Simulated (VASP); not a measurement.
Set up this calculation in VASP 6.6.1, as the native input.

```
Task                   : single point
Functional             : r2SCAN
Potentials or basis    : VASP PAW PBE potentials, release 64 (S)
Cutoff                 : 520 eV
k mesh                 : 18 × 18 × 26
Occupations            : gaussian, width 0.1 eV
Spin                   : no spin polarisation
Dipole correction      : no
Further INCAR settings : ALGO = Normal; EDIFF = 1e-06; NBANDS = 9
```

Crystal: S.

```
CELL_PARAMETERS angstrom
3.62734 0.00000 0.00000
-1.81367 3.14137 0.00000
0.00000 0.00000 2.08436
ATOMIC_POSITIONS crystal
S 0.00000 0.00000 0.00000
```

One way to write it, as run:

POSCAR

```
S
1.0
    3.6273425488      0.0000000001      0.0000000000
   -1.8136712745      3.1413707955      0.0000000000
    0.0000000000      0.0000000000      2.0843649310
S
1
Direct
    0.0000000000      0.0000000000      0.0000000000
```

INCAR.step1

```
  PREC = Accurate
  ENCUT = 520
  ISMEAR = 0
  SIGMA = 0.1
  LREAL = F
  LASPH = T
  NELM = 100
  NBANDS = 9
  GGA = PE
  ALGO = Normal
  EDIFF = 1E-4
  LWAVE = T
  LCHARG = F
```

INCAR.step2

```
  PREC = Accurate
  ENCUT = 520
  EDIFF = 1E-6
  ISMEAR = 0
  SIGMA = 0.1
  LREAL = F
  LASPH = T
  NELM = 100
  ALGO = Normal
  ISIF = 2
  LWAVE = F
  LCHARG = F
  METAGGA = R2SCAN
  LMIXTAU = T
  NBANDS = 9
  ISTART = 1
```

KPOINTS

```
regular mesh
0
Gamma
  18 18 26
```

Potentials or basis: VASP PAW PBE potentials, release 64 (S).

Launch:

```bash
$ cat potpaw_PBE.64/S/POTCAR > POTCAR
$ cp INCAR.step1 INCAR
$ mpirun -np 1 vasp_std > vasp.out
$ cp INCAR.step2 INCAR
$ mpirun -np 1 vasp_std > vasp.out
```

It gave:

| Property | Result |
| --- | --- |
| Pressure | -0.3 GPa |
| Band gap on the k mesh | zero (band 3 reaches 4.95 eV, above the bottom of band 4 at 1.29 eV) |

Caveat: the PAW data sets were made with another functional, which shifts forces and pressure a little.

It took 5.3 min on 1 thread of Intel(R) Xeon(R) Platinum 8375C CPU @ 2.90GHz (Ice Lake), with other jobs on the host, peak memory 0.21 GiB.
